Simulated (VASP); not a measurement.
Re:

```
Re
1.0
     2.77908    0.00000    0.00000
    -1.38954    2.40676    0.00000
     0.00000    0.00000    4.48773
Re
2
Direct
  0.66667 0.33333 0.75000
  0.33333 0.66667 0.25000
```

Base run:

```yaml
Program: VASP 6.6.1
Functional: PBEsol
Potentials_or_basis: VASP PAW PBE potentials, release 64 (Re)
Cutoff: 520 eV
k_mesh: 11 × 11 × 6
Occupations: fermi-dirac, width 0.05 eV
Spin: no spin polarisation
```

Its results: band gap on the k mesh zero (band 7 reaches 8.76 eV, above the bottom of band 8 at 5.81 eV); pressure -11.5 GPa.

Task: After a change of settings the same cell gave: band gap on the k mesh zero (band 7 reaches 8.98 eV, above the bottom of band 8 at 6.05 eV); pressure 0.8 GPa. Which change was it?
A. functional from PBEsol to PBE
B. functional from PBEsol to LDA; potentials or basis from VASP PAW PBE potentials, release 64 (Re) to VASP PAW LDA potentials, release 64 (Re)
C. further incar settings from ALGO = Normal; EDIFF = 1e-06; NBANDS = 14 to ALGO = Fast; EDIFF = 1e-07; NBANDS = 14
D. functional from PBEsol to revPBE; further incar settings from ALGO = Normal; EDIFF = 1e-06; NBANDS = 14 to ALGO = Fast; EDIFF = 1e-06; NBANDS = 14

Result: D.

Caveats: the PAW data sets were made with another functional, which shifts forces and pressure a little; spin-orbit coupling is left out, which moves the levels of the heavy elements.
